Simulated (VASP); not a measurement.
# HfN (rocksalt type) (Fm-3m) in VASP: notebook

The runs below take HfN (rocksalt type) through single point, with PBE.

Everything below comes from runs of VASP 6.6.1. Logs are shortened: lines on timing, memory, paths and dates and some standing lists are left out, and cuts for length are marked.

### 1 The cell of the first run

It takes space group Fm-3m (No. 225, cubic). Conventional cell: a = 4.324 Å, b = 4.324 Å, c = 4.324 Å, α = 90.00°, β = 90.00°, γ = 90.00°. Within 2.9 Å of Hf (site symmetry m-3m) lie 6 N at 2.16 Å. N (site symmetry m-3m) has 6 Hf at 2.16 Å within 2.9 Å.

### 2 Single point, PBE

File INCAR:

```
PREC = Accurate
ENCUT = 520
EDIFF = 1E-6
ISMEAR = -1
SIGMA = 0.08
LREAL = False
LASPH = True
NELM = 80
ALGO = Normal
ISIF = 2
LWAVE = False
LCHARG = False
GGA = PE
NBANDS = 14
```

File KPOINTS:

```
regular mesh
0
Gamma
  16 16 16
```

File POSCAR:

```
HfN
1.0
    0.0000000000      2.1620122666      2.1620122666
    2.1620122666      0.0000000000      2.1620122666
    2.1620122666      2.1620122666      0.0000000000
Hf N
1 1
Direct
    0.0000000000      0.0000000000      0.0000000000
    0.5000000000      0.5000000000      0.5000000000
```

Potentials or basis: VASP PAW PBE potentials, release 64 (Hf_pv, N).

Launch:

```
cat potpaw_PBE.64/Hf_pv/POTCAR potpaw_PBE.64/N/POTCAR > POTCAR
mpirun -np 1 vasp_std > vasp.out
```

OUTCAR:

```text
PREC = Accurate
   ENCUT = 520
   EDIFF = 1E-6
   ISMEAR = -1
   LREAL = False
   LASPH = True
   NELM = 80
   ISIF = 2
   GGA = PE

 ion  position               nearest neighbor table
   1  0.000  0.000  0.000-   2 2.16   2 2.16   2 2.16   2 2.16   2 2.16   2 2.16
   2  0.500  0.500  0.500-   1 2.16   1 2.16   1 2.16   1 2.16   1 2.16   1 2.16

  LATTYP: Found a face centered cubic cell.
 ALAT       =     4.3240245332

  Lattice vectors:

 A1 = (   0.0000000000,   2.1620122666,   2.1620122666)
 A2 = (   2.1620122666,   0.0000000000,   2.1620122666)
 A3 = (   2.1620122666,   2.1620122666,   0.0000000000)

Analysis of symmetry for initial positions (statically):
=====================================================================
 Subroutine PRICEL returns:
 Original cell was already a primitive cell.

 Routine SETGRP: Setting up the symmetry group for a
 face centered cubic supercell.

 Subroutine GETGRP returns: Found 48 space group operations
 (whereof 48 operations were pure point group operations)
 out of a pool of 48 trial point group operations.

The static configuration has the point symmetry O_h .

Analysis of symmetry for dynamics (positions and initial velocities):
=====================================================================
 Subroutine PRICEL returns:
 Original cell was already a primitive cell.

 Routine SETGRP: Setting up the symmetry group for a
 face centered cubic supercell.

 Subroutine GETGRP returns: Found 48 space group operations
 (whereof 48 operations were pure point group operations)
 out of a pool of 48 trial point group operations.

The dynamic configuration has the point symmetry O_h .

 Subroutine INISYM returns: Found 48 space group operations
 (whereof 48 operations are pure point group operations),
 and found     1 'primitive' translations

----------------------------------------------------------------------------------------

                                     Primitive cell

  volume of cell :      20.2118

  direct lattice vectors                    reciprocal lattice vectors
     0.000000000  2.162012267  2.162012267    -0.231266033  0.231266033  0.231266033
     2.162012267  0.000000000  2.162012267     0.231266033 -0.231266033  0.231266033
     2.162012267  2.162012267  0.000000000     0.231266033  0.231266033 -0.231266033

  length of vectors
     3.057547069  3.057547069  3.057547069     0.400564519  0.400564519  0.400564519

  position of ions in fractional coordinates (direct lattice)
     0.000000000  0.000000000  0.000000000
     0.500000000  0.500000000  0.500000000

  ion indices of the primitive-cell ions
   primitive index   ion index
                 1           1
                 2           2

----------------------------------------------------------------------------------------

 KPOINTS: regular mesh

Automatic generation of k-mesh.
 Grid dimensions read from file:
 generate k-points for:   16   16   16

 Generating k-lattice:

  Cartesian coordinates                     Fractional coordinates (reciprocal lattice)
    -0.014454127  0.014454127  0.014454127     0.062500000  0.000000000  0.000000000
     0.014454127 -0.014454127  0.014454127     0.000000000  0.062500000  0.000000000
     0.014454127  0.014454127 -0.014454127     0.000000000  0.000000000  0.062500000

  Length of vectors
     0.025035282  0.025035282  0.025035282

  Shift w.r.t. Gamma in fractional coordinates (k-lattice)
     0.000000000  0.000000000  0.000000000

 Subroutine IBZKPT returns following result:
 ===========================================

 Found    145 irreducible k-points:

 Following reciprocal coordinates:
            Coordinates               Weight
  0.000000  0.000000  0.000000      1.000000
  0.062500  0.000000  0.000000      8.000000
  0.125000  0.000000  0.000000      8.000000
  0.187500  0.000000  0.000000      8.000000
  0.250000  0.000000  0.000000      8.000000
  0.312500  0.000000  0.000000      8.000000
[... 16 lines left out ...]
 -0.125000  0.062500  0.000000     24.000000
 -0.062500  0.062500  0.000000     12.000000
 [... further k-points ...]
   k-points           NKPTS =    145   k-points in BZ     NKDIM =    145   number of bands    NBANDS=     14
   number of dos      NEDOS =    301   number of ions     NIONS =      2
   total plane-waves  NPLWV =  13824
   dimension x,y,z NGX =    24 NGY =   24 NGZ =   24
   dimension x,y,z NGXF=    48 NGYF=   48 NGZF=   48
   ions per type =               1   1
   NGX,Y,Z   is equivalent  to a cutoff of  13.05, 13.05, 13.05 a.u.
   NGXF,Y,Z  is equivalent  to a cutoff of  26.10, 26.10, 26.10 a.u.
 SYSTEM =  unknown system
   PREC   = accura    normal or accurate (medium, high low for compatibility)
   ISTART =      0    job   : 0-new  1-cont  2-samecut
   ICHARG =      2    charge: 1-file 2-atom 10-const
   ISPIN  =      1    spin polarized calculation?
   LNONCOLLINEAR =      F non collinear calculations
   LSORBIT =      F    spin-orbit coupling
   LASPH  =      T    aspherical Exc in radial PAW
   ENCUT  =  520.0 eV  38.22 Ry    6.18 a.u.   5.69  5.69  5.69*2*pi/ulx,y,z
   NELM   =     80;   NELMIN=  2; NELMDL= -5     # of ELM steps
   EDIFF  = 0.1E-05   stopping-criterion for ELM
   LREAL  =      F    real-space projection
   EDIFFG = 0.1E-04   stopping-criterion for IOM
   NSW    =      0    number of steps for IOM
   IBRION =     -1    ionic relax: 0-MD 1-quasi-New 2-CG
   NFREE  =      0    steps in history (QN), initial steepest desc. (CG)
   ISIF   =      2    stress and relaxation
   ISYM   =      2    0-nonsym 1-usesym 2-fastsym
   POTIM  = 0.5000    time-step for ionic-motion
   TEBEG  =    0.0;   TEEND  =   0.0 temperature during run
   PSTRESS=    0.0 pullay stress
   NELECT =      15.0000    total number of electrons
   NUPDOWN=      -1.0000    fix difference up-down
   EMIN   =  10.00;   EMAX   =-10.00  energy-range for DOS
   EFERMI =   0.00;   METHOD = LEGACY
   ISMEAR =    -1;   SIGMA  =   0.08  broadening in eV -4-tet -1-fermi 0-gaus
   EFERMI_NEDOS =   21; number of points for ismear=-14 and -15
   IALGO  =     38    algorithm
   IMIX   =      4    mixing-type and parameters
     AMIX     =   0.40;   BMIX     =  1.00
     AMIX_MAG =   1.60;   BMIX_MAG =  1.00
  volume/ion in A,a.u.               =      10.11        68.20
  Fermi-wavevector in a.u.,A,eV,Ry     =   1.482190  2.800932 29.890449  2.196886
  Thomas-Fermi vector in A             =   2.596007
   LORBIT       =      0    0 simple, 1 ext, 2 COOP (PROOUT), +10 PAW based schemes
   GGA     = PE    functional components
   LHFCALC =     F    Hartree Fock is set to
   AEXX    =    0.0000 exact exchange contribution
   IVDW    =     0    specifies the selected vdW correction
   LEPSILON=     F    determine dielectric tensor
   LRPA    =     F    only Hartree local field effects (RPA)
 non-spin polarized calculation
  energy-cutoff  :      520.00
  volume of cell :       20.21
 maximum number of plane-waves:       560
   NGX = 11   NGY = 11   NGZ = 11

 number of electron      14.9999999 magnetization

 Free energy of the ion-electron system (eV)
  ---------------------------------------------------
  ext. energy  EPLUGINS =         0.00000000
  ---------------------------------------------------
  free energy    TOTEN  =       -21.31534214 eV

  energy without entropy =      -21.30474408  energy(sigma->0) =      -21.31004311

 E-fermi :   9.6070     XC(G=0): -13.4392

 val. band max:        9.6013077965   @ k =   0.0625   0.0625   0.0000
 cond. band min:       9.6112970969   @ k =   0.3750   0.1250   0.0000
 fundamental gap:      0.0099893004
 Fermi energy:         9.6069533857

 k-point     1 :       0.0000    0.0000    0.0000
  band No.  band energies     occupation
      1     -21.0183      2.00000
      2     -21.0183      2.00000
      3     -21.0183      2.00000
      4      -8.6834      2.00000
      5       6.4323      2.00000
      6       6.4323      2.00000
      7       6.4323      2.00000
      8       9.1641      1.99214
      9       9.1641      1.99214
     10       9.1641      1.99214
     11      11.9011      0.00000
     12      11.9011      0.00000
     13      12.7638      0.00000
     14      19.4923      0.00000

 k-point     2 :       0.0625    0.0000    0.0000
  band No.  band energies     occupation
      1     -21.0869      2.00000
      2     -21.0232      2.00000
      3     -21.0232      2.00000
      4      -8.5608      2.00000
      5       6.0002      2.00000
      6       6.1457      2.00000
      7       6.1457      2.00000
      8       9.3072      1.95388
      9       9.3235      1.94381
     10       9.3235      1.94381
     11      12.2703      0.00000
     12      12.2703      0.00000
     13      13.0420      0.00000
     14      19.8545      0.00000

 k-point     3 :       0.1250    0.0000    0.0000
  band No.  band energies     occupation
      1     -21.2767      2.00000
      2     -21.0372      2.00000
      3     -21.0372      2.00000
      4      -8.2123      2.00000
      5       5.0222      2.00000
      6       5.4932      2.00000
      7       5.4932      2.00000
      8       9.5668      1.24603
      9       9.7387      0.32322
     10       9.7387      0.32321
     11      13.2218      0.00000
     12      13.2218      0.00000
     13      13.7659      0.00000
     14      20.8659      0.00000
[... 324 lines left out ...]
 k-point    23 :      -0.1250    0.0625    0.0000
  band No.  band energies     occupation
      1     -21.3855      2.00000
      2     -21.0929      2.00000
      3     -21.0273      2.00000
      4      -7.9672      2.00000
      5       4.3507      2.00000
      6       4.9303      2.00000
      7       5.4878      2.00000
      8       9.5998      1.04493
      9       9.7023      0.46571
     10      10.5853      0.00001
     11      12.8382      0.00000
     12      14.3644      0.00000
     13      14.5300      0.00000
     14      21.5787      0.00000

 k-point    24 :      -0.0625    0.0625    0.0000
  band No.  band energies     occupation
      1     -21.1814      2.00000
      2     -21.0567      2.00000
      3     -21.0197      2.00000
      4      -8.3657      2.00000
      5       5.3276      2.00000
      6       5.6266      2.00000
      7       6.0205      2.00000
      8       9.3651      1.90726
      9       9.3653      1.90701
     10       9.9054      0.04685
     11      12.2774      0.00000
     12      13.1471      0.00000
     13      13.5917      0.00000
     14      20.4285      0.00000

 [... further k-points ...]
[... 5 lines left out ...]
  --------------------------------------------------------------------------------------
  -------------------------------------------------------------------------------------
  Total        6.6195519      6.6195519      6.6195519     -0.0000000      0.0000000      0.0000000
  in kB      524.7285792    524.7285792    524.7285792     -0.0000000      0.0000000      0.0000000
  external PRESSURE =     524.7285792 kB  Pullay stress =       0.0000000 kB

 VOLUME and BASIS-vectors are now :
 -----------------------------------------------------------------------------
  energy-cutoff  :      520.00
  volume of cell :       20.21
      direct lattice vectors                 reciprocal lattice vectors
     0.000000000  2.162012267  2.162012267    -0.231266033  0.231266033  0.231266033
     2.162012267  0.000000000  2.162012267     0.231266033 -0.231266033  0.231266033
     2.162012267  2.162012267  0.000000000     0.231266033  0.231266033 -0.231266033

 POSITION                                       TOTAL-FORCE (eV/Angst)
 -----------------------------------------------------------------------------------
      0.00000      0.00000      0.00000         0.000000      0.000000      0.000000
      2.16201      2.16201      2.16201         0.000000      0.000000     -0.000000
 -----------------------------------------------------------------------------------
    total drift:                                0.000000     -0.000000     -0.000000

  FREE ENERGIE OF THE ION-ELECTRON SYSTEM (eV)
  ---------------------------------------------------
  free  energy   TOTEN  =       -21.3153421443 eV

  energy  without entropy=      -21.3047440828  energy(sigma->0) =      -21.31004311
```

It took 12 s on 1 thread of Intel Xeon 6975P-C (Granite Rapids), shared host; peak memory 0.17 GiB.

Results:

```yaml
Free_energy: -21.3153 eV
Pressure: 52.5 GPa
```

Caveat: spin-orbit coupling is left out, which moves the levels of the heavy elements.

### 3 Single point, PBE

File INCAR:

```
SYSTEM = HfN
  PREC = Accurate
  ENCUT = 520
  EDIFF = 1E-6
  ISMEAR = -1
  SIGMA = 0.08
  LREAL = .FALSE.
  LASPH = .TRUE.
  NELM = 100
  ALGO = Normal
  ISIF = 2
  LWAVE = .FALSE.
  LCHARG = .TRUE.
  GGA = PE
  LELF = .TRUE.
  LVHAR = .TRUE.
  NBANDS = 14
```

File KPOINTS:

```
regular mesh
0
G
  16 16 16
  0 0 0
```

File POSCAR:

```
HfN
1.0
    0.0000000000      2.1622081616      2.1622081616
    2.1622081616      0.0000000000      2.1622081616
    2.1622081616      2.1622081616      0.0000000000
Hf N
1 1
Direct
    0.0000000000      0.0000000000      0.0000000000
    0.5000000000      0.5000000000      0.5000000000
```

Potentials or basis: VASP PAW PBE potentials, release 64 (Hf_pv, N).

Launch:

```
cat potpaw_PBE.64/Hf_pv/POTCAR potpaw_PBE.64/N/POTCAR > POTCAR
mpirun -np 1 vasp_std > vasp.out
```

It took 12 s on 1 thread of Intel Xeon 6975P-C (Granite Rapids), shared host; peak memory 0.17 GiB.

It converged, with:

* Free energy: -21.3171 eV
* Pressure: 52.3 GPa

Levels at points of the mesh, in eV from the Fermi level:
```
           k point  band 6  band 7  band 8  band 9  band 10  band 11
(0.00, 0.00, 0.00)   -3.17   -3.17   -0.44   -0.44    -0.44     2.29
(0.50, 0.00, 0.00)   -6.89   -6.89    3.91    4.41     4.41     5.17
(0.50, 0.50, 0.00)   -4.45   -3.72   -3.72    4.85     6.61     6.61
```

Caveat: spin-orbit coupling is left out, which moves the levels of the heavy elements.
